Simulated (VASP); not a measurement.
# BN (P3m1) in VASP: further runs, part 2 of 2

VASP 6.6.1. The steps go on from the part before.

## 5. Single point, LDA

This run uses another cell than the first one, of 7.38 Å³/atom, 1.146 times its volume.

The input, INCAR:

```
SYSTEM = BN
PREC = Accurate
ENCUT = 520
EDIFF = 1E-6
ISMEAR = 0
SIGMA = 0.05
LREAL = .FALSE.
LASPH = .TRUE.
NELM = 100
ALGO = Normal
ISIF = 2
LWAVE = .FALSE.
LCHARG = .FALSE.
GGA = CA
NBANDS = 36
```

The input, KPOINTS:

```
Automatic mesh
0
G
  10 10 2
  0 0 0
```

The input, POSCAR:

```
BN
1.0
   -2.5539396017      0.0000000000      0.0000000000
    1.2769698009     -2.2117765748      0.0000000000
    0.0000000000      0.0000000000     15.6805650000
B N
6 6
Direct
    0.3333333333      0.6666666667      0.1852212286
    0.3333333333      0.6666666667      0.4547813497
    0.3333333333      0.6666666667      0.7243414708
    0.6666666667      0.3333333333      0.0504411681
    0.6666666667      0.3333333333      0.3200012892
    0.6666666667      0.3333333333      0.5895614103
    0.3333333333      0.6666666667      0.0842849804
    0.3333333333      0.6666666667      0.3538451015
    0.3333333333      0.6666666667      0.6234052226
    0.6666666667      0.3333333333      0.7581852831
    0.6666666667      0.3333333333      0.2190650410
    0.6666666667      0.3333333333      0.4886251620
```

Run with:

```console
cat potpaw_LDA.64/B/POTCAR potpaw_LDA.64/N/POTCAR > POTCAR
mpirun -np 1 vasp_std > vasp.out
```

It took 2.2 min on 1 thread of AMD EPYC 9R45 (Zen 5), shared host; peak memory 0.17 GiB.

The run converged. Its results:

```
Free energy            : -110.9992 eV
Pressure               : -12.7 GPa
Largest force          : 2.924 eV/Å
Band gap on the k mesh : zero (band 24 reaches 6.24 eV, above the bottom of band 25 at 5.84 eV)
```

Forces on the atoms (eV/Å):
```
B    0.000  0.000  0.846
B    0.000  0.000  0.614
B    0.000  0.000  2.924
B    0.000  0.000  1.356
B    0.000  0.000  0.579
B    0.000  0.000  0.823
N    0.000  0.000 -1.584
N    0.000  0.000 -0.590
N    0.000  0.000 -1.244
N    0.000  0.000 -2.509
N    0.000  0.000 -0.570
N    0.000  0.000 -0.644
```

Stress tensor (GPa, compression positive):
```
-14.32   0.00   0.00
  0.00 -14.32   0.00
  0.00   0.00  -9.55
```

Levels at points of the mesh, in eV from the Fermi level:
| k point | band 22 | band 23 | band 24 | band 25 | band 26 | band 27 |
| --- | --- | --- | --- | --- | --- | --- |
| (0.00, 0.00, 0.00) | -0.50 | -0.29 | 0.38 | 0.38 | 6.14 | 6.14 |
| (0.50, 0.00, 0.00) | -3.77 | -2.08 | -0.24 | 0.04 | 4.11 | 4.69 |
| (0.00, 0.00, 0.50) | -0.73 | -0.08 | 0.38 | 0.38 | 6.14 | 6.14 |
| (0.50, 0.00, 0.50) | -3.77 | -2.08 | -0.25 | 0.05 | 4.11 | 4.69 |

Caveat: forces of over 1 eV/Å act on the atoms, so gaps and moduli don't describe the material at rest.

## 6. Single point, LDA

This run uses another cell than the first one, of 8.09 Å³/atom, 1.256 times its volume.

The input, INCAR:

```
  PREC = Accurate
  ENCUT = 520
  EDIFF = 1E-6
  ISMEAR = 0
  SIGMA = 0.05
  LREAL = F
  LASPH = T
  NELM = 100
  ALGO = Normal
  ISIF = 2
  LWAVE = F
  LCHARG = F
  GGA = CA
  NBANDS = 36
```

The input, KPOINTS:

```
Automatic mesh
0
Gamma
  10 10 2
```

The input, POSCAR:

```
BN
1.0
   -2.5539396017      0.0000000000      0.0000000000
    1.2769698009     -2.2117765748      0.0000000000
    0.0000000000      0.0000000000     17.1805650000
B N
6 6
Direct
    0.3333333333      0.6666666667      0.1690499419
    0.3333333333      0.6666666667      0.4150753200
    0.3333333333      0.6666666667      0.6611006981
    0.6666666667      0.3333333333      0.0460372529
    0.6666666667      0.3333333333      0.2920626309
    0.6666666667      0.3333333333      0.5380880090
    0.3333333333      0.6666666667      0.0769262311
    0.3333333333      0.6666666667      0.3229516092
    0.3333333333      0.6666666667      0.5689769873
    0.6666666667      0.3333333333      0.6919896764
    0.6666666667      0.3333333333      0.1999389202
    0.6666666667      0.3333333333      0.4459642983
```

Potentials or basis: VASP PAW LDA potentials, release 64 (B, N).

Run with:

```console
cat potpaw_LDA.64/B/POTCAR potpaw_LDA.64/N/POTCAR > POTCAR
mpirun -np 1 vasp_std > vasp.out
```

OUTCAR:

```text
PREC = Accurate
   ENCUT = 520
   EDIFF = 1E-6
   ISMEAR = 0
   LREAL = F
   LASPH = T
   NELM = 100
   ISIF = 2
   GGA = CA

 ion  position               nearest neighbor table
   1  0.333  0.667  0.169-  11 1.57  11 1.57  11 1.57   7 1.58
   2  0.333  0.667  0.415-  12 1.57  12 1.57  12 1.57   8 1.58
   3  0.333  0.667  0.661-  10 1.57  10 1.57  10 1.57   9 1.58
   4  0.667  0.333  0.046-   7 1.57   7 1.57   7 1.57
   5  0.667  0.333  0.292-   8 1.57   8 1.57   8 1.57  11 1.58
[... 1167 lines left out ...]

 VOLUME and BASIS-vectors are now :
 -----------------------------------------------------------------------------
  energy-cutoff  :      520.00
  volume of cell :       97.05
      direct lattice vectors                 reciprocal lattice vectors
    -2.553939602  0.000000000  0.000000000    -0.391551938 -0.226062617  0.000000000
     1.276969801 -2.211776575  0.000000000     0.000000000 -0.452125233  0.000000000
     0.000000000  0.000000000 17.180565000     0.000000000  0.000000000  0.058205303

 POSITION                                       TOTAL-FORCE (eV/Angst)
 -----------------------------------------------------------------------------------
      0.00000     -1.47452      2.90437        -0.000000      0.000000      0.791987
      0.00000     -1.47452      7.13123        -0.000000      0.000000      0.590846
      0.00000     -1.47452     11.35808         0.000000     -0.000000      2.808234
     -1.27697     -0.73726      0.79095         0.000000      0.000000      1.199026
     -1.27697     -0.73726      5.01780        -0.000000      0.000000      0.544477
     -1.27697     -0.73726      9.24466        -0.000000      0.000000      0.776052
      0.00000     -1.47452      1.32164         0.000000      0.000000     -1.247919
      0.00000     -1.47452      5.54849        -0.000000     -0.000000     -0.567294
      0.00000     -1.47452      9.77535        -0.000000     -0.000000     -1.193508
     -1.27697     -0.73726     11.88877         0.000000      0.000000     -2.552524
     -1.27697     -0.73726      3.43506         0.000000     -0.000000     -0.520851
     -1.27697     -0.73726      7.66192        -0.000000      0.000000     -0.628526
 -----------------------------------------------------------------------------------
    total drift:                                0.000000      0.000000      0.008255

  FREE ENERGIE OF THE ION-ELECTRON SYSTEM (eV)
  ---------------------------------------------------
  free  energy   TOTEN  =      -110.9170102161 eV

  energy  without entropy=     -110.9028066735  energy(sigma->0) =     -110.90990844
```

OSZICAR:

```text
N       E                     dE             d eps       ncg     rms          rms(c)
DAV:   1     0.205842360713E+03    0.20584E+03   -0.24668E+04  2016   0.126E+03
DAV:   2    -0.105419555126E+03   -0.31126E+03   -0.29437E+03  2616   0.286E+02
DAV:   3    -0.120349918138E+03   -0.14930E+02   -0.14796E+02  2680   0.616E+01
[... 18 lines left out ...]
DAV:  22    -0.110917014861E+03   -0.26632E-04   -0.51786E-05  2300   0.398E-02    0.283E-02
DAV:  23    -0.110917009232E+03    0.56285E-05   -0.44450E-06  2608   0.126E-02    0.257E-02
DAV:  24    -0.110917204924E+03   -0.19569E-03   -0.46155E-05  2760   0.646E-02    0.165E-01
DAV:  25    -0.110917009255E+03    0.19567E-03   -0.24621E-05  2568   0.450E-02    0.362E-02
DAV:  26    -0.110917010216E+03   -0.96082E-06   -0.74798E-06  2472   0.193E-02
   1 F= -.11091701E+03 E0= -.11090991E+03  d E =-.142035E-01
```

stdout:

```text
POSCAR found type information on POSCAR B N
 POSCAR found :  2 types and      12 ions
 scaLAPACK will be used
 LDA part: xc-table for (Slater(with rela. corr.)+CA(PZ))
 , standard interpolation
 POSCAR, INCAR and KPOINTS ok, starting setup
 FFT: planning ... GRIDC
 FFT: planning ... GRID_SOFT
 FFT: planning ... GRID
 WAVECAR not read
 entering main loop
```

Wall time 1.9 min (1 thread of AMD EPYC 9R45 (Zen 5), shared host); peak memory 0.18 GiB.

What came out:

- Free energy: -110.9170 eV
- Pressure: -11.4 GPa
- Largest force: 2.808 eV/Å
- Band gap on the k mesh: zero (band 24 reaches 5.05 eV, above the bottom of band 25 at 4.58 eV)

Forces in eV/Å, atoms in the order of the input:
```
B    0.000  0.000  0.792
B    0.000  0.000  0.591
B    0.000  0.000  2.808
B    0.000  0.000  1.199
B    0.000  0.000  0.544
B    0.000  0.000  0.776
N    0.000  0.000 -1.248
N    0.000  0.000 -0.567
N    0.000  0.000 -1.194
N    0.000  0.000 -2.553
N    0.000  0.000 -0.521
N    0.000  0.000 -0.629
```

Caveat: forces of over 1 eV/Å act on the atoms, so gaps and moduli don't describe the material at rest.

## 7. Single point, LDA

This run uses another cell than the first one, of 8.79 Å³/atom, 1.365 times its volume.

The input, INCAR:

```
SYSTEM = BN
PREC = Accurate
ENCUT = 520
EDIFF = 1E-7
ISMEAR = 0
SIGMA = 0.05
LREAL = .False.
LASPH = .True.
NELM = 60
ALGO = Normal
ISIF = 2
LWAVE = .False.
LCHARG = .True.
GGA = CA
LELF = .True.
LVHAR = .True.
NBANDS = 36
```

The input, KPOINTS:

```
regular mesh
0
Gamma
  10 10 2
  0 0 0
```

The input, POSCAR:

```
BN
1.0
   -2.5539396017      0.0000000000      0.0000000000
    1.2769698009     -2.2117765748      0.0000000000
    0.0000000000      0.0000000000     18.6805650000
B N
6 6
Direct
    0.3333333333      0.6666666667      0.1554756783
    0.3333333333      0.6666666667      0.3817458688
    0.3333333333      0.6666666667      0.6080160592
    0.6666666667      0.3333333333      0.0423405831
    0.6666666667      0.3333333333      0.2686107736
    0.6666666667      0.3333333333      0.4948809640
    0.3333333333      0.6666666667      0.0707492581
    0.3333333333      0.6666666667      0.2970194485
    0.3333333333      0.6666666667      0.5232896389
    0.6666666667      0.3333333333      0.6364247342
    0.6666666667      0.3333333333      0.1838843533
    0.6666666667      0.3333333333      0.4101545437
```

Run with:

```console
cat potpaw_LDA.64/B/POTCAR potpaw_LDA.64/N/POTCAR > POTCAR
mpirun -np 1 vasp_std > vasp.out
```

Wall time 3.4 min (1 thread of AMD EPYC 9R45 (Zen 5), shared host); peak memory 0.19 GiB.

Results (log left out):

| Item | Value |
| --- | --- |
| Free energy | -110.9050 eV |
| Pressure | -10.5 GPa |
| Largest force | 2.841 eV/Å |
| Band gap on the k mesh | zero (band 24 reaches 4.11 eV, above the bottom of band 25 at 3.64 eV) |

Forces on the atoms (eV/Å):
```
B    0.000  0.000  0.773
B    0.000  0.000  0.582
B    0.000  0.000  2.841
B    0.000  0.000  1.169
B    0.000  0.000  0.534
B    0.000  0.000  0.772
N    0.000  0.000 -1.198
N    0.000  0.000 -0.557
N    0.000  0.000 -1.191
N    0.000  0.000 -2.598
N    0.000  0.000 -0.508
N    0.000  0.000 -0.618
```

Stress tensor (GPa, compression positive):
```
-12.35   0.00   0.00
  0.00 -12.35   0.00
  0.00   0.00  -6.79
```

Levels at points of the mesh, in eV from the Fermi level:
```
           k point  band 21  band 22  band 23  band 24  band 25  band 26  band 27  band 28
(0.00, 0.00, 0.00)    -1.26    -0.45    -0.23     0.38     0.38     5.69     6.34     6.34
(0.50, 0.00, 0.00)    -4.12    -3.66    -2.06    -0.21     0.12     4.30     4.87     5.48
(0.00, 0.00, 0.50)    -1.26    -0.46    -0.22     0.38     0.38     5.68     6.34     6.34
(0.50, 0.00, 0.50)    -4.12    -3.66    -2.06    -0.21     0.12     4.30     4.87     5.48
```

Caveat: forces of over 1 eV/Å act on the atoms, so gaps and moduli don't describe the material at rest.

## 8. The runs side by side

```tsv
cell	gap on the mesh (eV)	pressure (GPa)	largest force (eV/Å)
a = 2.554, b = 2.554, c = 13.681 Å, angles 90.0, 90.0, 120.0°, 12 atoms	1.28	-17.8	3.07
a = 2.554, b = 2.554, c = 14.181 Å, angles 90.0, 90.0, 120.0°, 12 atoms	0.11	-16.1	3.69
a = 2.554, b = 2.554, c = 14.681 Å, angles 90.0, 90.0, 120.0°, 12 atoms	none	-14.6	3.62
a = 2.554, b = 2.554, c = 15.681 Å, angles 90.0, 90.0, 120.0°, 12 atoms	none	-12.7	2.92
a = 2.554, b = 2.554, c = 17.181 Å, angles 90.0, 90.0, 120.0°, 12 atoms	none	-11.4	2.81
a = 2.554, b = 2.554, c = 18.681 Å, angles 90.0, 90.0, 120.0°, 12 atoms	none	-10.5	2.84
```

Alike in all rows: task single point; level LDA; potentials or basis VASP PAW LDA potentials, release 64 (B, N); no spin polarisation; k mesh 10 × 10 × 2; cutoff (eV) 520; smearing gaussian 0.05 eV.

Caveats: forces of over 1 eV/Å act on the atoms, so gaps and moduli don't describe the material at rest.

Absolute energies hang on the potentials; compare differences alone.
